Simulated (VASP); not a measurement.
# BN (AA' stacking) (P6_3/mmc) in VASP: further runs

Runs on BN (AA' stacking). Level: PBE. Tasks: single point, relaxation of cell and atoms.

Program: VASP 6.6.1. These are calculated values, not measurements. Logs are shortened: lines on timing, memory, paths and dates and some standing lists are left out, and cuts for length are marked.

## Step 1: The cell of the first run

The structure is hexagonal, space group P6_3/mmc (No. 194). Conventional cell: a = 2.512 Å, b = 2.512 Å, c = 8.570 Å, α = 90.00°, β = 90.00°, γ = 120.00°. Within 1.9 Å of B (site symmetry -6m2) lie 3 N at 1.45 Å. N (site symmetry -6m2) has 3 B at 1.45 Å within 1.9 Å.

## Step 2: Single point, PBE

The input, INCAR:

```
SYSTEM = BN
PREC = Accurate
ENCUT = 520
EDIFF = 1E-6
ISMEAR = 0
SIGMA = 0.01
LREAL = .False.
LASPH = .True.
NELM = 60
ALGO = Normal
ISIF = 2
LWAVE = .False.
LCHARG = .False.
GGA = PE
NBANDS = 16
```

The input, KPOINTS:

```
Automatic mesh
0
Gamma
  12 12 4
  0 0 0
```

The input, POSCAR:

```
BN
1.0
    2.5122278554      0.0000000000      0.0000000000
   -1.2561139277      2.1756531429      0.0000000000
    0.0000000000      0.0000000000      8.5697441109
B N
2 2
Direct
    0.3333333333      0.6666666667      0.0000000000
    0.6666666667      0.3333333333      0.5000000000
    0.6666666667      0.3333333333      0.0000000000
    0.3333333333      0.6666666667      0.5000000000
```

Potentials or basis: VASP PAW PBE potentials, release 64 (B, N).

Run with:

```
> cat potpaw_PBE.64/B/POTCAR potpaw_PBE.64/N/POTCAR > POTCAR
> mpirun -np 1 vasp_std > vasp.out
```

OUTCAR:

```text
SYSTEM = BN
   PREC = Accurate
   ENCUT = 520
   EDIFF = 1E-6
   ISMEAR = 0
   LREAL = .False.
   LASPH = .True.
   NELM = 60
   ISIF = 2
   GGA = PE

 ion  position               nearest neighbor table
   1  0.333  0.667  0.000-   3 1.45   3 1.45   3 1.45
   2  0.667  0.333  0.500-   4 1.45   4 1.45   4 1.45
   3  0.667  0.333  0.000-   1 1.45   1 1.45   1 1.45
   4  0.333  0.667  0.500-   2 1.45   2 1.45   2 1.45

  LATTYP: Found a hexagonal cell.
 ALAT       =     2.5122278554
 C/A-ratio  =     3.4112129170

  Lattice vectors:

 A1 = (   2.5122278554,   0.0000000000,   0.0000000000)
 A2 = (  -1.2561139277,   2.1756531429,   0.0000000000)
 A3 = (   0.0000000000,   0.0000000000,   8.5697441109)

Analysis of symmetry for initial positions (statically):
=====================================================================
 Subroutine PRICEL returns:
 Original cell was already a primitive cell.

 Routine SETGRP: Setting up the symmetry group for a
 hexagonal supercell.

 Subroutine GETGRP returns: Found 24 space group operations
 (whereof 12 operations were pure point group operations)
 out of a pool of 24 trial point group operations.

The static configuration has the point symmetry D_3h.
 The point group associated with its full space group is D_6h.

Analysis of symmetry for dynamics (positions and initial velocities):
=====================================================================
 Subroutine PRICEL returns:
 Original cell was already a primitive cell.

 Routine SETGRP: Setting up the symmetry group for a
 hexagonal supercell.

 Subroutine GETGRP returns: Found 24 space group operations
 (whereof 12 operations were pure point group operations)
 out of a pool of 24 trial point group operations.

The dynamic configuration has the point symmetry D_3h.
 The point group associated with its full space group is D_6h.

 Subroutine INISYM returns: Found 24 space group operations
 (whereof 12 operations are pure point group operations),
 and found     1 'primitive' translations

----------------------------------------------------------------------------------------

                                     Primitive cell

  volume of cell :      46.8400

  direct lattice vectors                    reciprocal lattice vectors
     2.512227855  0.000000000  0.000000000     0.398053066  0.229816045  0.000000000
    -1.256113928  2.175653143  0.000000000     0.000000000  0.459632089  0.000000000
     0.000000000  0.000000000  8.569744111     0.000000000  0.000000000  0.116689599

  length of vectors
     2.512227855  2.512227855  8.569744111     0.459632089  0.459632089  0.116689599

  position of ions in fractional coordinates (direct lattice)
     0.333333333  0.666666667  0.000000000
     0.666666667  0.333333333  0.500000000
     0.666666667  0.333333333  0.000000000
     0.333333333  0.666666667  0.500000000

  ion indices of the primitive-cell ions
   primitive index   ion index
                 1           1
                 2           2
                 3           3
                 4           4

----------------------------------------------------------------------------------------

 KPOINTS: Automatic mesh

Automatic generation of k-mesh.
 Grid dimensions read from file:
 generate k-points for:   12   12    4

 Generating k-lattice:

  Cartesian coordinates                     Fractional coordinates (reciprocal lattice)
     0.033171089  0.019151337  0.000000000     0.083333333  0.000000000  0.000000000
     0.000000000  0.038302674  0.000000000     0.000000000  0.083333333  0.000000000
     0.000000000  0.000000000  0.029172400     0.000000000  0.000000000  0.250000000

  Length of vectors
     0.038302674  0.038302674  0.029172400

  Shift w.r.t. Gamma in fractional coordinates (k-lattice)
     0.000000000  0.000000000  0.000000000

 Subroutine IBZKPT returns following result:
 ===========================================

 Found     57 irreducible k-points:

 Following reciprocal coordinates:
            Coordinates               Weight
  0.000000  0.000000  0.000000      1.000000
  0.083333  0.000000  0.000000      6.000000
  0.166667  0.000000  0.000000      6.000000
  0.250000 -0.000000  0.000000      6.000000
  0.333333 -0.000000  0.000000      6.000000
  0.416667  0.000000  0.000000      6.000000
[... 16 lines left out ...]
  0.250000 -0.000000  0.250000     12.000000
  0.333333 -0.000000  0.250000     12.000000
 [... further k-points ...]
   k-points           NKPTS =     57   k-points in BZ     NKDIM =     57   number of bands    NBANDS=     16
   number of dos      NEDOS =    301   number of ions     NIONS =      4
   total plane-waves  NPLWV =  25600
   dimension x,y,z NGX =    20 NGY =   20 NGZ =   64
   dimension x,y,z NGXF=    40 NGYF=   40 NGZF=  128
   ions per type =               2   2
   NGX,Y,Z   is equivalent  to a cutoff of  13.23, 13.23, 12.42 a.u.
   NGXF,Y,Z  is equivalent  to a cutoff of  26.47, 26.47, 24.83 a.u.
 SYSTEM =  BN
   PREC   = accura    normal or accurate (medium, high low for compatibility)
   ISTART =      0    job   : 0-new  1-cont  2-samecut
   ICHARG =      2    charge: 1-file 2-atom 10-const
   ISPIN  =      1    spin polarized calculation?
   LNONCOLLINEAR =      F non collinear calculations
   LSORBIT =      F    spin-orbit coupling
   LASPH  =      T    aspherical Exc in radial PAW
   ENCUT  =  520.0 eV  38.22 Ry    6.18 a.u.   4.67  4.67 15.93*2*pi/ulx,y,z
   NELM   =     60;   NELMIN=  2; NELMDL= -5     # of ELM steps
   EDIFF  = 0.1E-05   stopping-criterion for ELM
   LREAL  =      F    real-space projection
   EDIFFG = 0.1E-04   stopping-criterion for IOM
   NSW    =      0    number of steps for IOM
   IBRION =     -1    ionic relax: 0-MD 1-quasi-New 2-CG
   NFREE  =      0    steps in history (QN), initial steepest desc. (CG)
   ISIF   =      2    stress and relaxation
   ISYM   =      2    0-nonsym 1-usesym 2-fastsym
   POTIM  = 0.5000    time-step for ionic-motion
   TEBEG  =    0.0;   TEEND  =   0.0 temperature during run
   PSTRESS=    0.0 pullay stress
   NELECT =      16.0000    total number of electrons
   NUPDOWN=      -1.0000    fix difference up-down
   EMIN   =  10.00;   EMAX   =-10.00  energy-range for DOS
   EFERMI =   0.00;   METHOD = LEGACY
   ISMEAR =     0;   SIGMA  =   0.01  broadening in eV -4-tet -1-fermi 0-gaus
   EFERMI_NEDOS =   21; number of points for ismear=-14 and -15
   IALGO  =     38    algorithm
   IMIX   =      4    mixing-type and parameters
     AMIX     =   0.40;   BMIX     =  1.00
     AMIX_MAG =   1.60;   BMIX_MAG =  1.00
  volume/ion in A,a.u.               =      11.71        79.02
  Fermi-wavevector in a.u.,A,eV,Ry     =   1.144395  2.162593 17.818735  1.309640
  Thomas-Fermi vector in A             =   2.281087
   LORBIT       =      0    0 simple, 1 ext, 2 COOP (PROOUT), +10 PAW based schemes
   GGA     = PE    functional components
   LHFCALC =     F    Hartree Fock is set to
   AEXX    =    0.0000 exact exchange contribution
   IVDW    =     0    specifies the selected vdW correction
   LEPSILON=     F    determine dielectric tensor
   LRPA    =     F    only Hartree local field effects (RPA)
 non-spin polarized calculation
 Gauss-broadening in eV      SIGMA  =   0.01
  energy-cutoff  :      520.00
  volume of cell :       46.84
 maximum number of plane-waves:      1291
 NGX is ok and might be reduce to    20
   NGX =  9   NGY =  9   NGZ = 31

 number of electron      15.9999999 magnetization

 Free energy of the ion-electron system (eV)
  ---------------------------------------------------
  ext. energy  EPLUGINS =         0.00000000
  ---------------------------------------------------
  free energy    TOTEN  =       -35.20739870 eV

  energy without entropy =      -35.20739870  energy(sigma->0) =      -35.20739870

 E-fermi :   0.5647     XC(G=0):  -8.4180

 val. band max:        0.4335170122   @ k =   0.3333   0.3333   0.5000
 cond. band min:       4.7785230065   @ k =   0.0000   0.0000   0.0000
 fundamental gap:      4.3450059943
 Fermi energy:         0.5646536147

 k-point     1 :       0.0000    0.0000    0.0000
  band No.  band energies     occupation
      1     -17.1931      2.00000
      2     -17.1617      2.00000
      3      -5.0116      2.00000
      4      -4.5033      2.00000
      5      -0.9173      2.00000
      6      -0.9173      2.00000
[... 8 lines left out ...]
     15      11.9508      0.00000
     16      12.6739      0.00000

 k-point     2 :       0.0833    0.0000    0.0000
  band No.  band energies     occupation
      1     -17.0600      2.00000
      2     -17.0293      2.00000
      3      -4.8306      2.00000
      4      -4.3286      2.00000
      5      -1.4750      2.00000
      6      -1.4722      2.00000
[... 8 lines left out ...]
     15      12.5259      0.00000
     16      12.5376      0.00000

 k-point     3 :       0.1667    0.0000    0.0000
  band No.  band energies     occupation
      1     -16.6685      2.00000
      2     -16.6398      2.00000
      3      -4.2955      2.00000
      4      -3.8133      2.00000
      5      -2.8805      2.00000
      6      -2.8745      2.00000
[... 8 lines left out ...]
     15      13.0375      0.00000
     16      14.1184      0.00000

 k-point     4 :       0.2500   -0.0000    0.0000
  band No.  band energies     occupation
      1     -16.0457      2.00000
      2     -16.0202      2.00000
      3      -4.6556      2.00000
      4      -4.6513      2.00000
      5      -3.4347      2.00000
      6      -2.9891      2.00000
[... 8 lines left out ...]
     15      13.3052      0.00000
     16      16.3672      0.00000
[... 324 lines left out ...]
 k-point    22 :       0.1667    0.0000    0.2500
  band No.  band energies     occupation
      1     -16.6643      2.00000
      2     -16.6440      2.00000
      3      -4.2305      2.00000
      4      -3.8904      2.00000
      5      -2.8787      2.00000
      6      -2.8747      2.00000
[... 8 lines left out ...]
     15      13.7333      0.00000
     16      14.1202      0.00000

 k-point    23 :       0.2500   -0.0000    0.2500
  band No.  band energies     occupation
      1     -16.0420      2.00000
      2     -16.0239      2.00000
      3      -4.6554      2.00000
      4      -4.6523      2.00000
      5      -3.3733      2.00000
      6      -3.0587      2.00000
[... 8 lines left out ...]
     15      14.3318      0.00000
     16      16.3719      0.00000

 k-point    24 :       0.3333   -0.0000    0.2500
  band No.  band energies     occupation
      1     -15.2574      2.00000
      2     -15.2427      2.00000
      3      -6.4223      2.00000
      4      -6.4190      2.00000
      5      -3.1393      2.00000
      6      -3.1366      2.00000
[... 8 lines left out ...]
     15      15.3782      0.00000
     16      17.7142      0.00000

 [... further k-points ...]
[... 5 lines left out ...]
  --------------------------------------------------------------------------------------
  -------------------------------------------------------------------------------------
  Total        0.0297912      0.0297912     -0.0334472      0.0000000      0.0000000     -0.0000000
  in kB        1.0190181      1.0190181     -1.1440732      0.0000000      0.0000000     -0.0000000
  external PRESSURE =       0.2979876 kB  Pullay stress =       0.0000000 kB

 VOLUME and BASIS-vectors are now :
 -----------------------------------------------------------------------------
  energy-cutoff  :      520.00
  volume of cell :       46.84
      direct lattice vectors                 reciprocal lattice vectors
     2.512227855  0.000000000  0.000000000     0.398053066  0.229816045  0.000000000
    -1.256113928  2.175653143  0.000000000     0.000000000  0.459632089  0.000000000
     0.000000000  0.000000000  8.569744111     0.000000000  0.000000000  0.116689599

 POSITION                                       TOTAL-FORCE (eV/Angst)
 -----------------------------------------------------------------------------------
     -0.00000      1.45044      0.00000        -0.000000     -0.000000      0.000000
      1.25611      0.72522      4.28487         0.000000     -0.000000      0.000000
      1.25611      0.72522      0.00000         0.000000      0.000000      0.000000
     -0.00000      1.45044      4.28487        -0.000000     -0.000000      0.000000
 -----------------------------------------------------------------------------------
    total drift:                               -0.000000      0.000000      0.000000

  FREE ENERGIE OF THE ION-ELECTRON SYSTEM (eV)
  ---------------------------------------------------
  free  energy   TOTEN  =       -35.2073987038 eV

  energy  without entropy=      -35.2073987038  energy(sigma->0) =      -35.20739870
```

Wall time 30 s (1 thread of Intel Xeon Platinum 8488C (Sapphire Rapids), shared host); peak memory 0.17 GiB.

Results:

```
Free energy            : -35.2074 eV
Pressure               : 0.0 GPa
Band gap on the k mesh : 4.34 eV, indirect (least direct gap 4.66 eV)
```

Levels at points of the mesh, in eV from the valence-band top:
| k point | band 4 | band 5 | band 6 | band 7 | band 8 | band 9 | band 10 | band 11 | band 12 | band 13 |
| --- | --- | --- | --- | --- | --- | --- | --- | --- | --- | --- |
| (0.00, 0.00, 0.00) | -4.94 | -1.35 | -1.35 | -1.35 | -1.35 | 4.35 | 7.52 | 9.76 | 11.51 | 11.51 |
| (0.50, 0.00, 0.00) | -8.85 | -4.12 | -4.12 | -0.99 | -0.80 | 4.60 | 4.98 | 9.44 | 9.85 | 12.05 |
| (0.00, 0.00, 0.50) | -5.20 | -1.35 | -1.35 | -1.35 | -1.35 | 5.54 | 5.54 | 11.43 | 11.43 | 11.51 |
| (0.50, 0.00, 0.50) | -8.85 | -4.12 | -4.12 | -0.90 | -0.90 | 4.77 | 4.77 | 9.68 | 9.68 | 12.60 |

Caveat: this functional lacks dispersion, which binds the layers, so the pressure and a relaxed spacing across them are unreliable. A k mesh can miss the band edges.

## Step 3: Relaxation of cell and atoms, PBE

This run uses another cell than the first one, of 9.08 Å³/atom, 0.775 times its volume.

The input, INCAR:

```
  PREC = Accurate
  ENCUT = 600
  EDIFF = 1E-6
  ISMEAR = 0
  SIGMA = 0.01
  LREAL = F
  LASPH = T
  NELM = 80
  ALGO = Normal
  ISIF = 3
  LWAVE = F
  LCHARG = F
  GGA = PE
  IBRION = 2
  NSW = 80
  EDIFFG = -0.002
```

The input, KPOINTS:

```
Automatic mesh
0
Gamma
  12 12 4
```

The input, POSCAR:

```
BN
1.0
    2.5070000000      0.0000000000      0.0000000000
   -1.2535000000      2.1711256873      0.0000000000
    0.0000000000      0.0000000000      6.6710000000
B N
2 2
Direct
    0.3333333333      0.6666666667      0.0000000000
    0.6666666667      0.3333333333      0.5000000000
    0.6666666667      0.3333333333      0.0000000000
    0.3333333333      0.6666666667      0.5000000000
```

Potentials or basis: VASP PAW PBE potentials, release 64 (B, N).

Run with:

```
> cat potpaw_PBE.64/B/POTCAR potpaw_PBE.64/N/POTCAR > POTCAR
> mpirun -np 1 vasp_std > vasp.out
```

It took 3.7 min on 1 thread of Intel Xeon Platinum 8488C (Sapphire Rapids), shared host; peak memory 0.16 GiB.

It converged, with:

* Free energy: -35.2009 eV
* Relaxed volume: 10.50 Å³/atom
* Relaxed cell: a = 2.512 Å, b = 2.512 Å, c = 7.682 Å, α = 90.00°, β = 90.00°, γ = 120.00°
* Space group after relaxing (to 0.05 Å): P6_3/mmc (No. 194)
* Energy gained by relaxing: 9.2 meV/atom
* Ionic steps: 19
* Pressure after relaxing: 0.0 GPa
* Band gap on the k mesh: 4.47 eV, indirect (least direct gap 4.65 eV)

Step by step:
```tsv
step	energy change (eV)	largest force (eV/Å)	pressure (GPa)	volume (Å³)
1	0.0000	0.0000	2.34	36.31
2	-0.0011	0.0000	-1.99	37.01
3	-0.0028	0.0000	-0.10	36.70
4	-0.0080	0.0000	-0.07	37.04
5	-0.0201	0.0000	0.12	38.07
6	-0.0335	0.0000	0.57	40.13
7	-0.0265	0.0000	1.22	44.21
8	-0.0362	0.0000	0.81	41.32
9	-0.0151	0.0000	-5.60	43.24
10	-0.0367	0.0000	-0.06	41.56
11	-0.0367	0.0000	-0.05	41.56
12	-0.0366	0.0000	0.40	41.44
13	-0.0367	0.0000	-0.02	41.55
14	-0.0366	0.0000	0.47	41.53
15	-0.0367	0.0000	0.10	41.54
16	-0.0367	0.0000	0.10	41.58
17	-0.0368	0.0000	0.12	41.70
18	-0.0368	0.0000	0.16	41.93
19	-0.0369	0.0000	-0.02	41.99
```

Final structure:
```
B N
1.0
     2.51229    0.00000    0.00000
    -1.25615    2.17571    0.00000
     0.00000    0.00000    7.68151
B N
2 2
Direct
  0.33333 0.66667 0.00000
  0.66667 0.33333 0.50000
  0.66667 0.33333 0.00000
  0.33333 0.66667 0.50000
```

Levels at points of the mesh, in eV from the valence-band top:
```tsv
k point	band 5	band 6	band 7	band 8	band 9	band 10	band 11	band 12
(0.00, 0.00, 0.00)	-1.35	-1.35	-1.34	-1.34	4.61	8.61	10.97	11.50
(0.50, 0.00, 0.00)	-4.12	-4.11	-1.11	-0.69	4.47	5.16	9.40	9.88
(0.00, 0.00, 0.50)	-1.34	-1.34	-1.34	-1.34	6.23	6.23	11.51	11.51
(0.50, 0.00, 0.50)	-4.12	-4.12	-0.90	-0.90	4.75	4.75	9.72	9.72
```

Caveat: the volume moved by over 15 % at a fixed basis, so the end points are rough; this functional lacks dispersion, which binds the layers, so the pressure and a relaxed spacing across them are unreliable. A k mesh can miss the band edges.
